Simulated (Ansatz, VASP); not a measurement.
WSe2: VASP beside Ansatz

Contents of INCAR:

```
ALGO = Normal
EDIFF = 1E-6
ENCUT = 520
GGA = PS
ISIF = 2
ISMEAR = 0
LASPH = True
LCHARG = False
LREAL = False
LWAVE = False
NBANDS = 35
NELM = 60
PREC = Accurate
SIGMA = 0.05
```

Contents of KPOINTS:

```
k-points
0
Gamma
  12 12 2
```

File POSCAR:

```
WSe2
1.0
    3.5175609451      0.0661527204     -0.2346710684
   -1.7014905361      2.8129445048      0.0742763777
   -0.9251322768     -0.1960104242     12.4814704581
W Se
2 4
Direct
    0.3824666800      0.6911134389      0.2601708269
    0.6179772602      0.3667165933      0.7276012495
    0.4480047431      0.5930934088      0.6231445072
    0.6802684329      0.4042080223      0.1336119239
    0.2298046805      0.6244398073      0.8580026142
    0.6414782034      0.3204287294      0.3974688783
```

Input for Ansatz:

```yaml
crystal:
  lattice:
    - [3.5175609451, 0.0661527204, -0.2346710684]
    - [-1.7014905361, 2.8129445048, 0.0742763777]
    - [-0.9251322768, -0.1960104242, 12.4814704581]
  atoms:
    - { symbol: W, position: [0.38246668, 0.6911134389, 0.2601708269] }
    - { symbol: W, position: [0.6179772602, 0.3667165933, 0.7276012495] }
    - { symbol: Se, position: [0.4480047431, 0.5930934088, 0.6231445072] }
    - { symbol: Se, position: [0.6802684329, 0.4042080223, 0.1336119239] }
    - { symbol: Se, position: [0.2298046805, 0.6244398073, 0.8580026142] }
    - { symbol: Se, position: [0.6414782034, 0.3204287294, 0.3974688783] }
basis:
  ecutwfc: 420
kpoints:
  mp_grid: { grid: [12, 12, 2] }
hamiltonian:
  xc: pbesol
scf:
  occupations: { method: gaussian, width: 0.05 }
output:
  forces: true
  stress: true
  eigenvalues: true
```

Change from the starting cell: all atoms moved at random (sigma 0.22 Å a component), cell strained at random (sigma 0.05).

Alike in both runs: task single point; functional PBEsol; k mesh 12 × 12 × 2; occupations gaussian, width 0.05 eV; no spin polarisation.

|  | VASP | Ansatz |
| --- | --- | --- |
| version | VASP 6.6.1 | Ansatz 0.2.0 |
| potentials or method | VASP PAW PBE potentials, release 64 (W_sv, Se), cutoff 520 eV | scalar-relativistic, plane waves, PAW |
| valence electrons in the cell | 52 | 92 |

```tsv
	VASP	Ansatz	Ansatz less VASP
gap on the k mesh at the Fermi level (eV)	none	none	-
pressure (GPa)	42.9	42.9	-0.04
traceless stress, the component that is largest in VASP (GPa)	58.57	59.01	+0.448
rms of the force components (eV/Å)	18.168	18.352	+0.1845
```

VASP's potentials were made for PBE, not for PBEsol. Atom by atom the forces differ by 0.188 eV/Å (rms over components). A gap of «none» marks a metal or a gap that the smearing closes. Both programs put the cell under a high pressure, so it lies far from rest at this level. VASP's potentials hold 52 valence electrons a cell and Ansatz's 92, so a difference there can come from the potentials and not from the codes.

Neither program's run includes spin-orbit coupling.
